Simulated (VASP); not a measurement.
# Si3BTe2 (P-4m2) in VASP: further runs, part 2 of 2

VASP 6.6.1. The steps go on from the part before.

## 5. Relaxation of cell and atoms, PBE

This run uses another cell than the first one, of the same volume but with other edges.

The input, INCAR:

```
ALGO     = Normal         # electronic algorithm
EDIFF    = 1E-7           # SCF threshold, eV
EDIFFG   = -0.04          # ionic threshold
ENCUT    = 600            # plane-wave cutoff, eV
GGA      = PE             # functional
IBRION   = 2              # ionic algorithm
ISIF     = 3              # what is computed and relaxed
ISMEAR   = 0              # smearing method
LASPH    = T              # aspherical terms in the spheres
LCHARG   = F              # write CHGCAR
LREAL    = F              # projectors in reciprocal space
LWAVE    = F              # write WAVECAR
NELM     = 100            # most SCF steps
NSW      = 90             # ionic steps
PREC     = Accurate       # precision mode
SIGMA    = 0.1            # smearing width, eV
```

The input, KPOINTS:

```
k-points
0
Gamma
  6 6 2
```

The input, POSCAR:

```
Si3BTe2
1.0
    3.2136455988      0.0000000000      0.0000000000
    0.0000000000      3.2136455988      0.0000000000
    0.0000000000      0.0000000000     11.1487976765
Si B Te
3 1 2
Direct
    0.0000000000      0.0000000000      0.0000000000
    0.5000000000      0.0000000000      0.8418649196
    0.0000000000      0.5000000000      0.1581350804
    0.5000000000      0.5000000000      0.0000000000
    0.5000000000      0.0000000000      0.3454984985
    0.0000000000      0.5000000000      0.6545015015
```

Potentials or basis: VASP PAW PBE potentials, release 64 (Si, B, Te).

Started as:

```console
cat potpaw_PBE.64/Si/POTCAR potpaw_PBE.64/B/POTCAR potpaw_PBE.64/Te/POTCAR > POTCAR
mpirun -np 1 vasp_std > vasp.out
```

OUTCAR:

```text
EDIFF = 1E-7
   EDIFFG = -0.04
   ENCUT = 600
   GGA = PE
   IBRION = 2
   ISIF = 3
   ISMEAR = 0
   LASPH = T
   LREAL = F
   NELM = 100
   NSW = 90
   PREC = Accurate

 ion  position               nearest neighbor table
   1  0.000  0.000  0.000-   4 2.27   4 2.27   4 2.27   4 2.27   3 2.39   2 2.39   2 2.39   3 2.39

   2  0.500  0.000  0.842-   1 2.39   4 2.39   4 2.39   1 2.39   6 3.09   6 3.09   6 3.09   6 3.09

   3  0.000  0.500  0.158-   1 2.39   4 2.39   1 2.39   4 2.39   5 3.09   5 3.09   5 3.09   5 3.09

   4  0.500  0.500  0.000-   1 2.27   1 2.27   1 2.27   1 2.27   2 2.39   3 2.39   3 2.39   2 2.39

   5  0.500  0.000  0.345-   3 3.09   3 3.09   3 3.09   3 3.09
   6  0.000  0.500  0.655-   2 3.09   2 3.09   2 3.09   2 3.09

  LATTYP: Found a simple tetragonal cell.
 ALAT       =     3.2136455988
 C/A-ratio  =     3.4692057147

  Lattice vectors:

 A1 = (   3.2136455988,   0.0000000000,   0.0000000000)
 A2 = (   0.0000000000,   3.2136455988,   0.0000000000)
[... 298 lines left out ...]

[... ionic steps 4 to 19 ...]

--------------------------------------- Ionic step       20  -------------------------------------------

 number of electron      27.0000000 magnetization

------------------------ aborting loop because EDIFF is reached ----------------------------------------
[... 75 lines left out ...]
--------------------------------------- Ionic step       22  -------------------------------------------

 number of electron      27.0000000 magnetization

 Free energy of the ion-electron system (eV)
  ---------------------------------------------------
  ext. energy  EPLUGINS =         0.00000000
  ---------------------------------------------------
  free energy    TOTEN  =       -26.25248322 eV

  energy without entropy =      -26.23761667  energy(sigma->0) =      -26.24504994

 E-fermi :   7.9703     XC(G=0): -10.2333

 val. band max:        7.9503049057   @ k =   0.0000   0.0000   0.0000
 cond. band min:       7.9718741519   @ k =   0.5000   0.0000   0.5000
 fundamental gap:      0.0215692463
 Fermi energy:         7.9703258446

 k-point     1 :       0.0000    0.0000    0.0000
  band No.  band energies     occupation
      1      -6.4194      2.00000
      2      -5.5341      2.00000
      3      -4.6452      2.00000
      4      -1.0409      2.00000
      5       1.8355      2.00000
      6       4.8497      2.00000
[... 422 lines left out ...]
  FREE ENERGIE OF THE ION-ELECTRON SYSTEM (eV)
  ---------------------------------------------------
  free  energy   TOTEN  =       -26.2524832159 eV

  energy  without entropy=      -26.2376166694  energy(sigma->0) =      -26.24504994

 reached required accuracy - stopping structural energy minimisation
```

OSZICAR:

```text
N       E                     dE             d eps       ncg     rms          rms(c)
DAV:   1     0.103227528358E+03    0.10323E+03   -0.11463E+04   680   0.144E+03
DAV:   2    -0.206856066145E+02   -0.12391E+03   -0.12210E+03   876   0.198E+02
DAV:   3    -0.280984505881E+02   -0.74128E+01   -0.70564E+01   957   0.483E+01
[... 239 lines left out ...]
DAV:   4    -0.262525246770E+02    0.29815E-03   -0.39487E-04   734   0.958E-02    0.532E-02
DAV:   5    -0.262524888454E+02    0.35832E-04   -0.45123E-05   872   0.333E-02    0.681E-02
DAV:   6    -0.262524848918E+02    0.39537E-05   -0.49531E-06   899   0.122E-02    0.283E-02
DAV:   7    -0.262524831443E+02    0.17475E-05   -0.55814E-06   792   0.133E-02    0.484E-03
DAV:   8    -0.262524832159E+02   -0.71612E-07   -0.81160E-07   745   0.553E-03
  22 F= -.26252483E+02 E0= -.26245050E+02  d E =-.411205E-02
```

CONTCAR:

```text
Si3BTe2
   1.00000000000000
     3.3415413012603095   -0.0000000000000000   -0.0000000000000000
    -0.0000000000000000    3.3415413012603095   -0.0000000000000000
    -0.0000000000000000    0.0000000000000000   10.2612620998944468
  Si              B               Te
     3     1     2
Direct
     0.0000000000000000    0.0000000000000000    0.0000000000000000
     0.5000000000000000    1.0000000000000000    0.8330273065733912
     0.0000000000000000    0.5000000000000000    0.1669726934266089
     0.5000000000000000    0.5000000000000000    0.0000000000000000
     0.5000000000000000    0.0000000000000000    0.3311064341389262
     0.0000000000000000    0.5000000000000000    0.6688935658610741

  0.00000000E+00  0.00000000E+00  0.00000000E+00
  0.00000000E+00  0.00000000E+00  0.00000000E+00
  0.00000000E+00  0.00000000E+00  0.00000000E+00
  0.00000000E+00  0.00000000E+00  0.00000000E+00
  0.00000000E+00  0.00000000E+00  0.00000000E+00
  0.00000000E+00  0.00000000E+00  0.00000000E+00
```

Wall time 16 min (1 thread of AMD EPYC 7R13, shared host); peak memory 0.27 GiB.

What came out:

| Item | Value |
| --- | --- |
| Free energy | -26.2525 eV |
| Relaxed volume | 19.10 Å³/atom |
| Relaxed cell | a = 3.342 Å, b = 3.342 Å, c = 10.261 Å, α = 90.00°, β = 90.00°, γ = 90.00° |
| Space group after relaxing (to 0.1 Å) | P-4m2 (No. 115) |
| Energy gained by relaxing | 28.8 meV/atom |
| Ionic steps | 22 |
| Pressure after relaxing | 0.2 GPa |
| Largest force after relaxing | 0.020 eV/Å |
| Band gap on the k mesh | zero (an odd number of electrons rules out a gap without spin polarisation) |

Forces in eV/Å, atoms in the order of the input:
```
Si   0.000  0.000  0.000
Si   0.000  0.000 -0.020
Si   0.000  0.000  0.020
B    0.000  0.000  0.000
Te   0.000  0.000 -0.020
Te   0.000  0.000  0.020
```

Step by step:
| step | energy change (eV) | largest force (eV/Å) | pressure (GPa) | volume (Å³) |
| --- | --- | --- | --- | --- |
| 1 | 0.0000 | 0.0752 | 0.38 | 115.14 |
| 2 | -0.0036 | 0.1028 | -0.17 | 115.89 |
| 3 | -0.0054 | 0.2003 | -1.39 | 117.71 |
| 4 | -0.0059 | 0.1626 | -1.00 | 117.10 |
| 5 | -0.0069 | 0.1704 | -1.06 | 117.18 |
| 6 | -0.0100 | 0.1860 | -1.22 | 117.41 |
| 7 | -0.0164 | 0.1843 | -1.51 | 117.88 |
| 8 | -0.0284 | 0.2061 | -1.95 | 118.79 |
| 9 | -0.0232 | 0.2865 | -2.85 | 120.57 |
| 10 | -0.0316 | 0.2198 | -2.37 | 119.56 |
| 11 | -0.0363 | 0.2195 | -2.30 | 119.46 |
| 12 | -0.0468 | 0.2617 | -2.08 | 119.17 |
| 13 | -0.0677 | 0.4768 | -1.53 | 118.52 |
| 14 | -0.0801 | 0.4874 | -1.15 | 117.83 |
| 15 | -0.1064 | 0.5271 | 0.10 | 115.75 |
| 16 | -0.1060 | 0.6139 | 2.93 | 111.68 |
| 17 | -0.1150 | 0.5746 | 1.48 | 113.69 |
| 18 | -0.1304 | 0.4947 | 1.35 | 113.67 |
| 19 | -0.1631 | 0.2129 | 1.08 | 113.58 |
| 20 | -0.1362 | 0.4642 | 1.08 | 113.40 |
| 21 | -0.1687 | 0.0383 | 1.02 | 113.53 |
| 22 | -0.1728 | 0.0197 | 0.23 | 114.58 |

Final structure:
```yaml
crystal:
  lattice:
    - [3.34154, 0.00000, 0.00000]
    - [0.00000, 3.34154, 0.00000]
    - [0.00000, 0.00000, 10.26126]
  atoms:
    - { symbol: Si, position: [0.00000, 0.00000, 0.00000] }
    - { symbol: Si, position: [0.50000, 0.00000, 0.83303] }
    - { symbol: Si, position: [0.00000, 0.50000, 0.16697] }
    - { symbol: B, position: [0.50000, 0.50000, 0.00000] }
    - { symbol: Te, position: [0.50000, 0.00000, 0.33111] }
    - { symbol: Te, position: [0.00000, 0.50000, 0.66889] }
```

Caveat: spin-orbit coupling is left out, which moves the levels of the heavy elements; this functional lacks dispersion, which binds layers or chains, so the pressure and a relaxed spacing across them are unreliable.

## 6. The runs side by side

```tsv
task	cell	k mesh	cutoff (eV)	gap on the mesh (eV)	pressure (GPa)	relaxed volume (Å³/atom)	largest force (eV/Å)
single point	a = 3.353, b = 3.353, c = 10.257 Å, 6 atoms, atomic positions A	6 × 6 × 2	520	none	0.1	-	-
relaxation of cell and atoms	relaxed from a = 3.988, b = 3.988, c = 6.634 Å, 6 atoms, atomic positions B	4 × 4 × 4	600	none	0.1	22.02	0.03
single point	a = 3.349, b = 3.349, c = 10.405 Å, 6 atoms, atomic positions C	12 × 12 × 4	520	none	0.0	-	0.01
relaxation of cell and atoms	relaxed from a = 3.214, b = 3.214, c = 11.149 Å, 6 atoms, atomic positions D	6 × 6 × 2	600	none	0.2	19.10	0.02
```

Alike in all rows: level PBE; potentials or basis VASP PAW PBE potentials, release 64 (Si, B, Te); no spin polarisation; smearing gaussian 0.1 eV.

Caveats: some runs use coarse meshes; spin-orbit coupling is left out, which moves the levels of the heavy elements; this functional lacks dispersion, which binds layers or chains, so the pressure and a relaxed spacing across them are unreliable (at least some runs); the volume moved by over 15 % at a fixed basis, so the end points are rough (at least some runs).

Absolute energies hang on the potentials; compare differences alone.

The gap in the log of VASP goes by the Fermi energy; the results here count the filled bands.